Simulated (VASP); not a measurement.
# MoH2 (I4/mmm) in VASP: single point with PBE

Aim: the single point of MoH2 with PBE.

Everything below comes from runs of VASP 6.6.1. Logs are shortened: lines on timing, memory, paths and dates and some standing lists are left out, and cuts for length are marked.

### Step 1. The cell of the first run

Symmetry: I4/mmm, No. 139, tetragonal system. The conventional cell has a = 3.177 Å, b = 3.177 Å, c = 4.246 Å, α = 90.00°, β = 90.00°, γ = 90.00°. Within 2.5 Å of H (site symmetry -4m2) lie 4 Mo at 1.91 Å and 6 H at 2.12 to 2.25 Å. Mo (site symmetry 4/mmm) has 8 H at 1.91 Å within 2.5 Å.

### Step 2. Single point, PBE

Input file INCAR:

```
SYSTEM = MoH2
PREC = Accurate
ENCUT = 520
EDIFF = 1E-7
ISMEAR = -1
SIGMA = 0.1
LREAL = .False.
LASPH = .True.
NELM = 80
ALGO = Normal
ISIF = 2
LWAVE = .False.
LCHARG = .False.
GGA = PE
NBANDS = 15
```

Input file KPOINTS:

```
Automatic mesh
0
Gamma
  13 13 13
  0 0 0
```

Input file POSCAR:

```
MoH2
1.0
   -1.5886050000      1.5886050000      2.1229490000
    1.5886050000     -1.5886050000      2.1229490000
    1.5886050000      1.5886050000     -2.1229490000
H Mo
2 1
Direct
    0.7500000000      0.2500000000      0.5000000000
    0.2500000000      0.7500000000      0.5000000000
    0.0000000000      0.0000000000      0.0000000000
```

Potentials or basis: VASP PAW PBE potentials, release 64 (H, Mo_sv).

On the command line:

```sh
cat potpaw_PBE.64/H/POTCAR potpaw_PBE.64/Mo_sv/POTCAR > POTCAR
mpirun -np 1 vasp_std > vasp.out
```

OUTCAR:

```text
SYSTEM = MoH2
   PREC = Accurate
   ENCUT = 520
   EDIFF = 1E-7
   ISMEAR = -1
   LREAL = .False.
   LASPH = .True.
   NELM = 80
   ISIF = 2
   GGA = PE

 ion  position               nearest neighbor table
   1  0.750  0.250  0.500-   3 1.91   3 1.91   3 1.91   3 1.91
   2  0.250  0.750  0.500-   3 1.91   3 1.91   3 1.91   3 1.91
   3  0.000  0.000  0.000-   1 1.91   2 1.91   1 1.91   2 1.91   1 1.91   2 1.91   1 1.91   2 1.91

  LATTYP: Found a body centered tetragonal cell.
 ALAT       =     3.1772100000
 C/A-ratio  =     1.3363605176

  Lattice vectors:

 A1 = (  -1.5886050000,   1.5886050000,   2.1229490000)
 A2 = (   1.5886050000,  -1.5886050000,   2.1229490000)
 A3 = (   1.5886050000,   1.5886050000,  -2.1229490000)

Analysis of symmetry for initial positions (statically):
=====================================================================
 Subroutine PRICEL returns:
 Original cell was already a primitive cell.

 Routine SETGRP: Setting up the symmetry group for a
 body centered tetragonal supercell.

 Subroutine GETGRP returns: Found 16 space group operations
 (whereof 16 operations were pure point group operations)
 out of a pool of 16 trial point group operations.

The static configuration has the point symmetry D_4h.

Analysis of symmetry for dynamics (positions and initial velocities):
=====================================================================
 Subroutine PRICEL returns:
 Original cell was already a primitive cell.

 Routine SETGRP: Setting up the symmetry group for a
 body centered tetragonal supercell.

 Subroutine GETGRP returns: Found 16 space group operations
 (whereof 16 operations were pure point group operations)
 out of a pool of 16 trial point group operations.

The dynamic configuration has the point symmetry D_4h.

 Subroutine INISYM returns: Found 16 space group operations
 (whereof 16 operations are pure point group operations),
 and found     1 'primitive' translations

----------------------------------------------------------------------------------------

                                     Primitive cell

  volume of cell :      21.4305

  direct lattice vectors                    reciprocal lattice vectors
    -1.588605000  1.588605000  2.122949000     0.000000000  0.314741550  0.235521437
     1.588605000 -1.588605000  2.122949000     0.314741550  0.000000000  0.235521437
     1.588605000  1.588605000 -2.122949000     0.314741550  0.314741550  0.000000000

  length of vectors
     3.090994039  3.090994039  3.090994039     0.393106335  0.393106335  0.445111769

  position of ions in fractional coordinates (direct lattice)
     0.750000000  0.250000000  0.500000000
     0.250000000  0.750000000  0.500000000
     0.000000000  0.000000000  0.000000000

  ion indices of the primitive-cell ions
   primitive index   ion index
                 1           1
                 2           2
                 3           3

----------------------------------------------------------------------------------------

 KPOINTS: Automatic mesh

Automatic generation of k-mesh.
 Grid dimensions read from file:
 generate k-points for:   13   13   13

 Generating k-lattice:

  Cartesian coordinates                     Fractional coordinates (reciprocal lattice)
     0.000000000  0.024210888  0.018117034     0.076923077  0.000000000  0.000000000
     0.024210888  0.000000000  0.018117034     0.000000000  0.076923077  0.000000000
     0.024210888  0.024210888  0.000000000     0.000000000  0.000000000  0.076923077

  Length of vectors
     0.030238949  0.030238949  0.034239367

  Shift w.r.t. Gamma in fractional coordinates (k-lattice)
     0.000000000  0.000000000  0.000000000

 Subroutine IBZKPT returns following result:
 ===========================================

 Found    196 irreducible k-points:

 Following reciprocal coordinates:
            Coordinates               Weight
  0.000000  0.000000  0.000000      1.000000
  0.076923 -0.000000  0.000000      8.000000
  0.153846  0.000000  0.000000      8.000000
  0.230769 -0.000000  0.000000      8.000000
  0.307692  0.000000  0.000000      8.000000
  0.384615 -0.000000  0.000000      8.000000
[... 16 lines left out ...]
  0.384615  0.153846  0.000000     16.000000
  0.461538  0.153846  0.000000     16.000000
 [... further k-points ...]
   k-points           NKPTS =    196   k-points in BZ     NKDIM =    196   number of bands    NBANDS=     15
   number of dos      NEDOS =    301   number of ions     NIONS =      3
   total plane-waves  NPLWV =  13824
   dimension x,y,z NGX =    24 NGY =   24 NGZ =   24
   dimension x,y,z NGXF=    48 NGYF=   48 NGZF=   48
   ions per type =               2   1
   NGX,Y,Z   is equivalent  to a cutoff of  12.91, 12.91, 12.91 a.u.
   NGXF,Y,Z  is equivalent  to a cutoff of  25.82, 25.82, 25.82 a.u.
 SYSTEM =  MoH2
   PREC   = accura    normal or accurate (medium, high low for compatibility)
   ISTART =      0    job   : 0-new  1-cont  2-samecut
   ICHARG =      2    charge: 1-file 2-atom 10-const
   ISPIN  =      1    spin polarized calculation?
   LNONCOLLINEAR =      F non collinear calculations
   LSORBIT =      F    spin-orbit coupling
   LASPH  =      T    aspherical Exc in radial PAW
   ENCUT  =  520.0 eV  38.22 Ry    6.18 a.u.   5.75  5.75  5.75*2*pi/ulx,y,z
   NELM   =     80;   NELMIN=  2; NELMDL= -5     # of ELM steps
   EDIFF  = 0.1E-06   stopping-criterion for ELM
   LREAL  =      F    real-space projection
   EDIFFG = 0.1E-05   stopping-criterion for IOM
   NSW    =      0    number of steps for IOM
   IBRION =     -1    ionic relax: 0-MD 1-quasi-New 2-CG
   NFREE  =      0    steps in history (QN), initial steepest desc. (CG)
   ISIF   =      2    stress and relaxation
   ISYM   =      2    0-nonsym 1-usesym 2-fastsym
   POTIM  = 0.5000    time-step for ionic-motion
   TEBEG  =    0.0;   TEEND  =   0.0 temperature during run
   PSTRESS=    0.0 pullay stress
   NELECT =      16.0000    total number of electrons
   NUPDOWN=      -1.0000    fix difference up-down
   EMIN   =  10.00;   EMAX   =-10.00  energy-range for DOS
   EFERMI =   0.00;   METHOD = LEGACY
   ISMEAR =    -1;   SIGMA  =   0.10  broadening in eV -4-tet -1-fermi 0-gaus
   EFERMI_NEDOS =   21; number of points for ismear=-14 and -15
   IALGO  =     38    algorithm
   IMIX   =      4    mixing-type and parameters
     AMIX     =   0.40;   BMIX     =  1.00
     AMIX_MAG =   1.60;   BMIX_MAG =  1.00
  volume/ion in A,a.u.               =       7.14        48.21
  Fermi-wavevector in a.u.,A,eV,Ry     =   1.485152  2.806531 30.010067  2.205678
  Thomas-Fermi vector in A             =   2.598600
   LORBIT       =      0    0 simple, 1 ext, 2 COOP (PROOUT), +10 PAW based schemes
   GGA     = PE    functional components
   LHFCALC =     F    Hartree Fock is set to
   AEXX    =    0.0000 exact exchange contribution
   IVDW    =     0    specifies the selected vdW correction
   LEPSILON=     F    determine dielectric tensor
   LRPA    =     F    only Hartree local field effects (RPA)
 non-spin polarized calculation
  energy-cutoff  :      520.00
  volume of cell :       21.43
 maximum number of plane-waves:       592
   NGX = 11   NGY = 11   NGZ = 11

 number of electron      16.0000000 magnetization

 Free energy of the ion-electron system (eV)
  ---------------------------------------------------
  ext. energy  EPLUGINS =         0.00000000
  ---------------------------------------------------
  free energy    TOTEN  =       -17.49144228 eV

  energy without entropy =      -17.44577103  energy(sigma->0) =      -17.46860665

 E-fermi :  10.1472     XC(G=0): -12.6036

 val. band max:       10.1448787300   @ k =  -0.2308  -0.3077   0.0769
 cond. band min:      10.1569085722   @ k =   0.1538   0.1538   0.1538
 fundamental gap:      0.0120298422
 Fermi energy:        10.1471977237

 k-point     1 :       0.0000    0.0000    0.0000
  band No.  band energies     occupation
      1     -51.2111      2.00000
      2     -25.0393      2.00000
      3     -25.0393      2.00000
      4     -25.0267      2.00000
      5      -1.2118      2.00000
      6       7.9076      2.00000
      7       7.9076      2.00000
      8       8.3066      2.00000
      9       9.3165      1.99951
     10      10.2035      0.72593
     11      10.8108      0.00262
     12      23.6801      0.00000
     13      24.1174      0.00000
     14      24.1174      0.00000
     15      25.6106      0.00000

 k-point     2 :       0.0769   -0.0000    0.0000
  band No.  band energies     occupation
      1     -51.2067      2.00000
      2     -25.0722      2.00000
      3     -25.0451      2.00000
      4     -25.0338      2.00000
      5      -1.0442      2.00000
      6       6.9958      2.00000
      7       7.9867      2.00000
      8       8.2544      2.00000
      9      10.1616      0.92801
     10      10.5595      0.03187
     11      10.7404      0.00529
     12      22.1563      0.00000
     13      24.4228      0.00000
     14      25.0868      0.00000
     15      26.4449      0.00000

 k-point     3 :       0.1538    0.0000    0.0000
  band No.  band energies     occupation
      1     -51.1944      2.00000
      2     -25.1721      2.00000
      3     -25.0613      2.00000
      4     -25.0436      2.00000
      5      -0.5738      2.00000
      6       5.7786      2.00000
      7       8.1615      2.00000
      8       8.4553      2.00000
      9      10.1236      1.11733
     10      10.5926      0.02300
     11      12.3398      0.00000
     12      20.5940      0.00000
     13      25.2846      0.00000
     14      25.8337      0.00000
     15      26.4379      0.00000
[... 343 lines left out ...]
 k-point    23 :       0.3846    0.1538    0.0000
  band No.  band energies     occupation
      1     -51.1297      2.00000
      2     -25.5849      2.00000
      3     -25.2265      2.00000
      4     -25.1091      2.00000
      5       1.6993      2.00000
      6       4.1374      2.00000
      7       7.6229      2.00000
      8       8.8911      1.99999
      9      11.1439      0.00009
     10      12.6670      0.00000
     11      15.6480      0.00000
     12      17.4547      0.00000
     13      19.8753      0.00000
     14      24.0340      0.00000
     15      25.2131      0.00000

 k-point    24 :       0.4615    0.1538    0.0000
  band No.  band energies     occupation
      1     -51.1274      2.00000
      2     -25.6024      2.00000
      3     -25.2193      2.00000
      4     -25.1220      2.00000
      5       1.6924      2.00000
      6       4.2980      2.00000
      7       7.5008      2.00000
      8       8.8775      1.99999
      9      11.6471      0.00000
     10      12.4332      0.00000
     11      15.3996      0.00000
     12      17.3895      0.00000
     13      20.0785      0.00000
     14      22.9518      0.00000
     15      26.4363      0.00000

 [... further k-points ...]

------------------------ aborting loop because EDIFF is reached ----------------------------------------

  FORCE on cell =-STRESS in cart. coord.  units (eV):
  Direction    XX          YY          ZZ          XY          YZ          ZX
  --------------------------------------------------------------------------------------
  -------------------------------------------------------------------------------------
  Total       -0.3486253     -0.3486253      0.9496778      0.0000000     -0.0000000      0.0000000
  in kB      -26.0638184    -26.0638184     70.9995322      0.0000000     -0.0000000      0.0000000
  external PRESSURE =       6.2906318 kB  Pullay stress =       0.0000000 kB

 VOLUME and BASIS-vectors are now :
 -----------------------------------------------------------------------------
  energy-cutoff  :      520.00
  volume of cell :       21.43
      direct lattice vectors                 reciprocal lattice vectors
    -1.588605000  1.588605000  2.122949000     0.000000000  0.314741550  0.235521437
     1.588605000 -1.588605000  2.122949000     0.314741550  0.000000000  0.235521437
     1.588605000  1.588605000 -2.122949000     0.314741550  0.314741550  0.000000000

 POSITION                                       TOTAL-FORCE (eV/Angst)
 -----------------------------------------------------------------------------------
      0.00000      1.58860      1.06147         0.000000      0.000000      0.000000
      1.58860      0.00000      1.06147        -0.000000     -0.000000     -0.000000
      0.00000      0.00000      0.00000         0.000000     -0.000000     -0.000000
 -----------------------------------------------------------------------------------
    total drift:                                0.000000      0.000000      0.000000

  FREE ENERGIE OF THE ION-ELECTRON SYSTEM (eV)
  ---------------------------------------------------
  free  energy   TOTEN  =       -17.4914422757 eV

  energy  without entropy=      -17.4457710278  energy(sigma->0) =      -17.46860665
```

Wall time 88 s (1 thread of Intel Xeon 8259CL, shared host); peak memory 0.18 GiB.

Results:

| Quantity | Value |
| --- | --- |
| Free energy | -17.4914 eV |
| Pressure | 0.6 GPa |
| Band gap on the k mesh | zero (bands 8 and 9 overlap by 2.83 eV) |
